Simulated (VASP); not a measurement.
# Ag (Fm-3m) in VASP: notebook

Ag is run at these levels: revPBE+D3(BJ), revPBE+D4, PBE exchange alone; tasks: single point.

Everything below comes from runs of VASP 6.6.1. Logs are shortened: lines on timing, memory, paths and dates and some standing lists are left out, and cuts for length are marked.

**1. The cell of the first run**

The structure is cubic, space group Fm-3m (No. 225). Conventional cell: a = 4.040 Å, b = 4.040 Å, c = 4.040 Å, α = 90.00°, β = 90.00°, γ = 90.00°. Within 3.8 Å of Ag (site symmetry m-3m) lie 12 Ag at 2.86 Å.

**2. Single point, revPBE+D3(BJ)**

INCAR reads:

```
SYSTEM = Ag
PREC = Accurate ; ENCUT = 520
EDIFF = 1E-6 ; ISMEAR = -1
SIGMA = 0.05 ; LREAL = .False.
LASPH = .True. ; NELM = 60
ALGO = Normal ; ISIF = 2
LWAVE = .False. ; LCHARG = .False.
GGA = RE ; IVDW = 12
NBANDS = 12
```

KPOINTS reads:

```
Automatic mesh
0
Gamma
  11 11 11
  0 0 0
```

POSCAR reads:

```
Ag
1.0
    0.0000000000      2.0198925031      2.0198925031
    2.0198925031      0.0000000000      2.0198925031
    2.0198925031      2.0198925031      0.0000000000
Ag
1
Direct
    0.0000000000      0.0000000000      0.0000000000
```

Potentials or basis: VASP PAW PBE potentials, release 64 (Ag).

Run with:

```bash
$ cat potpaw_PBE.64/Ag/POTCAR > POTCAR
$ mpirun -np 1 vasp_std > vasp.out
```

OUTCAR:

```text
SYSTEM = Ag
   PREC = Accurate
   ENCUT = 520
   EDIFF = 1E-6
   ISMEAR = -1
   LREAL = .False.
   LASPH = .True.
   NELM = 60
   ISIF = 2
   GGA = RE
   IVDW = 12
 IVDW          = 12

 ion  position               nearest neighbor table
   1  0.000  0.000  0.000-

  LATTYP: Found a face centered cubic cell.
 ALAT       =     4.0397850062

  Lattice vectors:

 A1 = (   0.0000000000,   2.0198925031,   2.0198925031)
 A2 = (   2.0198925031,   0.0000000000,   2.0198925031)
 A3 = (   2.0198925031,   2.0198925031,   0.0000000000)

Analysis of symmetry for initial positions (statically):
=====================================================================
 Subroutine PRICEL returns:
 Original cell was already a primitive cell.

 Routine SETGRP: Setting up the symmetry group for a
 face centered cubic supercell.

 Subroutine GETGRP returns: Found 48 space group operations
 (whereof 48 operations were pure point group operations)
 out of a pool of 48 trial point group operations.

The static configuration has the point symmetry O_h .

Analysis of symmetry for dynamics (positions and initial velocities):
=====================================================================
 Subroutine PRICEL returns:
 Original cell was already a primitive cell.

 Routine SETGRP: Setting up the symmetry group for a
 face centered cubic supercell.

 Subroutine GETGRP returns: Found 48 space group operations
 (whereof 48 operations were pure point group operations)
 out of a pool of 48 trial point group operations.

The dynamic configuration has the point symmetry O_h .

 Subroutine INISYM returns: Found 48 space group operations
 (whereof 48 operations are pure point group operations),
 and found     1 'primitive' translations

----------------------------------------------------------------------------------------

                                     Primitive cell

  volume of cell :      16.4822

  direct lattice vectors                    reciprocal lattice vectors
     0.000000000  2.019892503  2.019892503    -0.247537926  0.247537926  0.247537926
     2.019892503  0.000000000  2.019892503     0.247537926 -0.247537926  0.247537926
     2.019892503  2.019892503  0.000000000     0.247537926  0.247537926 -0.247537926

  length of vectors
     2.856559372  2.856559372  2.856559372     0.428748264  0.428748264  0.428748264

  position of ions in fractional coordinates (direct lattice)
     0.000000000  0.000000000  0.000000000

  ion indices of the primitive-cell ions
   primitive index   ion index
                 1           1

----------------------------------------------------------------------------------------

 KPOINTS: Automatic mesh

Automatic generation of k-mesh.
 Grid dimensions read from file:
 generate k-points for:   11   11   11

 Generating k-lattice:

  Cartesian coordinates                     Fractional coordinates (reciprocal lattice)
    -0.022503448  0.022503448  0.022503448     0.090909091  0.000000000  0.000000000
     0.022503448 -0.022503448  0.022503448     0.000000000  0.090909091  0.000000000
     0.022503448  0.022503448 -0.022503448     0.000000000  0.000000000  0.090909091

  Length of vectors
     0.038977115  0.038977115  0.038977115

  Shift w.r.t. Gamma in fractional coordinates (k-lattice)
     0.000000000  0.000000000  0.000000000

 Subroutine IBZKPT returns following result:
 ===========================================

 Found     56 irreducible k-points:

 Following reciprocal coordinates:
            Coordinates               Weight
  0.000000  0.000000  0.000000      1.000000
  0.090909  0.000000  0.000000      8.000000
  0.181818  0.000000  0.000000      8.000000
  0.272727  0.000000  0.000000      8.000000
  0.363636  0.000000  0.000000      8.000000
  0.454545  0.000000  0.000000      8.000000
[... 16 lines left out ...]
 -0.272727  0.181818  0.000000     24.000000
 -0.181818  0.181818  0.000000     12.000000
 [... further k-points ...]
   k-points           NKPTS =     56   k-points in BZ     NKDIM =     56   number of bands    NBANDS=     12
   number of dos      NEDOS =    301   number of ions     NIONS =      1
   total plane-waves  NPLWV =  13824
   dimension x,y,z NGX =    24 NGY =   24 NGZ =   24
   dimension x,y,z NGXF=    48 NGYF=   48 NGZF=   48
   ions per type =               1
   NGX,Y,Z   is equivalent  to a cutoff of  13.97, 13.97, 13.97 a.u.
   NGXF,Y,Z  is equivalent  to a cutoff of  27.94, 27.94, 27.94 a.u.
 SYSTEM =  Ag
   PREC   = accura    normal or accurate (medium, high low for compatibility)
   ISTART =      0    job   : 0-new  1-cont  2-samecut
   ICHARG =      2    charge: 1-file 2-atom 10-const
   ISPIN  =      1    spin polarized calculation?
   LNONCOLLINEAR =      F non collinear calculations
   LSORBIT =      F    spin-orbit coupling
   LASPH  =      T    aspherical Exc in radial PAW
   ENCUT  =  520.0 eV  38.22 Ry    6.18 a.u.   5.31  5.31  5.31*2*pi/ulx,y,z
   NELM   =     60;   NELMIN=  2; NELMDL= -5     # of ELM steps
   EDIFF  = 0.1E-05   stopping-criterion for ELM
   LREAL  =      F    real-space projection
   EDIFFG = 0.1E-04   stopping-criterion for IOM
   NSW    =      0    number of steps for IOM
   IBRION =     -1    ionic relax: 0-MD 1-quasi-New 2-CG
   NFREE  =      0    steps in history (QN), initial steepest desc. (CG)
   ISIF   =      2    stress and relaxation
   ISYM   =      2    0-nonsym 1-usesym 2-fastsym
   POTIM  = 0.5000    time-step for ionic-motion
   TEBEG  =    0.0;   TEEND  =   0.0 temperature during run
   PSTRESS=    0.0 pullay stress
   NELECT =      11.0000    total number of electrons
   NUPDOWN=      -1.0000    fix difference up-down
   EMIN   =  10.00;   EMAX   =-10.00  energy-range for DOS
   EFERMI =   0.00;   METHOD = LEGACY
   ISMEAR =    -1;   SIGMA  =   0.05  broadening in eV -4-tet -1-fermi 0-gaus
   EFERMI_NEDOS =   21; number of points for ismear=-14 and -15
   IALGO  =     38    algorithm
   IMIX   =      4    mixing-type and parameters
     AMIX     =   0.40;   BMIX     =  1.00
     AMIX_MAG =   1.60;   BMIX_MAG =  1.00
  volume/ion in A,a.u.               =      16.48       111.23
  Fermi-wavevector in a.u.,A,eV,Ry     =   1.430652  2.703541 27.847947  2.046766
  Thomas-Fermi vector in A             =   2.550474
   LORBIT       =      0    0 simple, 1 ext, 2 COOP (PROOUT), +10 PAW based schemes
   GGA     = RE    functional components
   LHFCALC =     F    Hartree Fock is set to
   AEXX    =    0.0000 exact exchange contribution
   IVDW    =    12    specifies the selected vdW correction
   LEPSILON=     F    determine dielectric tensor
   LRPA    =     F    only Hartree local field effects (RPA)
 non-spin polarized calculation
  energy-cutoff  :      520.00
  volume of cell :       16.48
 maximum number of plane-waves:       459
 NGX is ok and might be reduce to    24
   NGX = 11   NGY = 11   NGZ = 11

 number of electron      11.0000001 magnetization

 Free energy of the ion-electron system (eV)
  ---------------------------------------------------
  ext. energy  EPLUGINS =         0.00000000
  ---------------------------------------------------
  free energy    TOTEN  =        -2.23668958 eV

  energy without entropy =       -2.23450689  energy(sigma->0) =       -2.23559824

 E-fermi :   9.2496     XC(G=0): -12.3229

 val. band max:        9.1840806778   @ k =  -0.4545   0.0909   0.0000
 cond. band min:       9.3181669825   @ k =   0.4545   0.3636   0.0000
 fundamental gap:      0.1340863047
 Fermi energy:         9.2496038524

 k-point     1 :       0.0000    0.0000    0.0000
  band No.  band energies     occupation
      1       1.0118      2.00000
      2       4.0555      2.00000
      3       4.0555      2.00000
      4       4.0555      2.00000
      5       5.1481      2.00000
      6       5.1481      2.00000
      7      25.0921      0.00000
      8      28.8998      0.00000
      9      28.8998      0.00000
     10      28.8998      0.00000
     11      33.7425      0.00000
     12      35.1537      0.00000

 k-point     2 :       0.0909    0.0000    0.0000
  band No.  band energies     occupation
      1       1.2741      2.00000
      2       3.9967      2.00000
      3       4.1275      2.00000
      4       4.1275      2.00000
      5       5.1222      2.00000
      6       5.1222      2.00000
      7      25.1020      0.00000
      8      27.0844      0.00000
      9      29.0318      0.00000
     10      29.0318      0.00000
     11      33.4876      0.00000
     12      34.7645      0.00000

 k-point     3 :       0.1818    0.0000    0.0000
  band No.  band energies     occupation
      1       1.9533      2.00000
      2       3.9588      2.00000
      3       4.2563      2.00000
      4       4.2563      2.00000
      5       5.1311      2.00000
      6       5.1311      2.00000
      7      23.0356      0.00000
      8      26.0131      0.00000
      9      29.2479      0.00000
     10      29.2479      0.00000
     11      32.2114      0.00000
     12      33.5717      0.00000
[... 286 lines left out ...]
 k-point    23 :      -0.2727    0.1818    0.0000
  band No.  band energies     occupation
      1       3.1674      2.00000
      2       3.8668      2.00000
      3       4.3147      2.00000
      4       4.5648      2.00000
      5       5.1650      2.00000
      6       7.6460      2.00000
      7      17.9157      0.00000
      8      21.1184      0.00000
      9      26.5773      0.00000
     10      28.3483      0.00000
     11      31.4669      0.00000
     12      34.2251      0.00000

 k-point    24 :      -0.1818    0.1818    0.0000
  band No.  band energies     occupation
      1       3.0925      2.00000
      2       3.6286      2.00000
      3       4.2761      2.00000
      4       4.7021      2.00000
      5       4.7334      2.00000
      6       6.3465      2.00000
      7      21.2146      0.00000
      8      21.6462      0.00000
      9      27.8971      0.00000
     10      29.6782      0.00000
     11      30.6034      0.00000
     12      34.2553      0.00000

 [... further k-points ...]

------------------------ aborting loop because EDIFF is reached ----------------------------------------

 Edisp (eV)   -1.16661

 E8    (eV) :    -0.8180

  FORCE on cell =-STRESS in cart. coord.  units (eV):
  Direction    XX          YY          ZZ          XY          YZ          ZX
  --------------------------------------------------------------------------------------
  -------------------------------------------------------------------------------------
  Total      -0.01637    -0.01637    -0.01637    -0.00000    -0.00000     0.00000
  in kB      -1.59101    -1.59101    -1.59101    -0.00000    -0.00000     0.00000
  external pressure =       -1.59 kB  Pullay stress =        0.00 kB

 VOLUME and BASIS-vectors are now :
 -----------------------------------------------------------------------------
  energy-cutoff  :      520.00
  volume of cell :       16.48
      direct lattice vectors                 reciprocal lattice vectors
     0.000000000  2.019892503  2.019892503    -0.247537926  0.247537926  0.247537926
     2.019892503  0.000000000  2.019892503     0.247537926 -0.247537926  0.247537926
     2.019892503  2.019892503  0.000000000     0.247537926  0.247537926 -0.247537926

 POSITION                                       TOTAL-FORCE (eV/Angst)
 -----------------------------------------------------------------------------------
      0.00000      0.00000      0.00000         0.000000      0.000000      0.000000
 -----------------------------------------------------------------------------------
    total drift:                                0.000000      0.000000      0.000000

  FREE ENERGIE OF THE ION-ELECTRON SYSTEM (eV)
  ---------------------------------------------------
  free  energy   TOTEN  =        -3.4033002408 eV

  energy  without entropy=       -3.4011175521  energy(sigma->0) =       -3.40220890
```

It took 5.4 s on 1 thread of Intel Xeon 6975P-C, shared host; peak memory 0.15 GiB.

What came out:

```
Free energy                : -3.4033 eV
Pressure                   : -0.2 GPa
Dispersion energy per atom : -1.167 eV
```

Caveat: the PAW data sets were made with another functional, which shifts forces and pressure a little; pairwise dispersion overbinds metals, which lowers pressure and volume.

(Part 1 of 2 ends here.)
